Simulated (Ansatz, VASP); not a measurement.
# Re in VASP and in Ansatz

The input INCAR:

```
PREC = Accurate
ENCUT = 600
EDIFF = 1E-7
ISMEAR = -1
SIGMA = 0.1
LREAL = F
LASPH = T
NELM = 60
ALGO = Normal
ISIF = 3
LWAVE = F
LCHARG = F
GGA = B5
ALDAX = 1.0
AGGAX = 1.0
AGGAC = 1.0
ALDAC = 0.0
IBRION = 2
NSW = 80
EDIFFG = -0.01
```

The input KPOINTS:

```
Automatic mesh
0
Gamma
  5 5 5
```

Contents of POSCAR:

```
Re
1.0
    4.9008704344      0.0000000000      0.0000000000
    0.0000000000      4.9008704344      0.0000000000
    0.0000000000      0.0000000000      4.9008704344
Re
8
Direct
    0.0000000000      0.0000000000      0.0000000000
    0.5000000000      0.5000000000      0.5000000000
    0.2500000000      0.0000000000      0.5000000000
    0.7500000000      0.0000000000      0.5000000000
    0.5000000000      0.2500000000      0.0000000000
    0.5000000000      0.7500000000      0.0000000000
    0.0000000000      0.5000000000      0.2500000000
    0.0000000000      0.5000000000      0.7500000000
```

Input for Ansatz:

```yaml
crystal:
  lattice:
    - [4.9008704344, 0.0, 0.0]
    - [0.0, 4.9008704344, 0.0]
    - [0.0, 0.0, 4.9008704344]
  atoms:
    - { symbol: Re, position: [0.0, 0.0, 0.0] }
    - { symbol: Re, position: [0.5, 0.5, 0.5] }
    - { symbol: Re, position: [0.25, 0.0, 0.5] }
    - { symbol: Re, position: [0.75, 0.0, 0.5] }
    - { symbol: Re, position: [0.5, 0.25, 0.0] }
    - { symbol: Re, position: [0.5, 0.75, 0.0] }
    - { symbol: Re, position: [0.0, 0.5, 0.25] }
    - { symbol: Re, position: [0.0, 0.5, 0.75] }
hamiltonian:
  xc: blyp
  pseudopotentials:
    kind: paw
    azcp:
      Re: "pseudopotentials/Re.paw.azcp"
basis:
  ecutwfc: 420
  fft_grid_basis: typed
kpoints:
  mp_grid: { grid: [5, 5, 5], shift: [0, 0, 0] }
magnetization:
  spin_polarized: false
scf:
  occupations: { method: fermi_dirac, width: 0.1 }
relax:
  max_steps: 60
  f_tol: 0.01
  cell: {}
output:
  write_density: true
  write_potential: true
  elf: true
  volumetric_format: npy
```

Alike in both runs: task relaxation of cell and atoms; functional BLYP; k mesh 5 × 5 × 5; occupations fermi-dirac, width 0.1 eV; no spin polarisation.

|  | VASP | Ansatz |
| --- | --- | --- |
| version | VASP 6.6.1 | Ansatz 0.2.0 |
| potentials or method | VASP PAW PBE potentials, release 64 (Re), cutoff 600 eV | plane waves (420 eV) with PAW, scalar-relativistic |
| valence electrons in the cell | 56 | 120 |

|  | VASP | Ansatz | Ansatz less VASP |
| --- | --- | --- | --- |
| relaxed volume (Å³/atom) | 15.86 | 15.79 | -0.071 |
| relaxed cell length with the largest relative difference (Å) | 5.025 | 5.018 | -0.0075 |

VASP's potentials were made for PBE, not for BLYP. VASP's potentials hold 56 valence electrons a cell and Ansatz's 120, so a difference there can come from the potentials and not from the codes.

Neither program's run includes spin-orbit coupling.
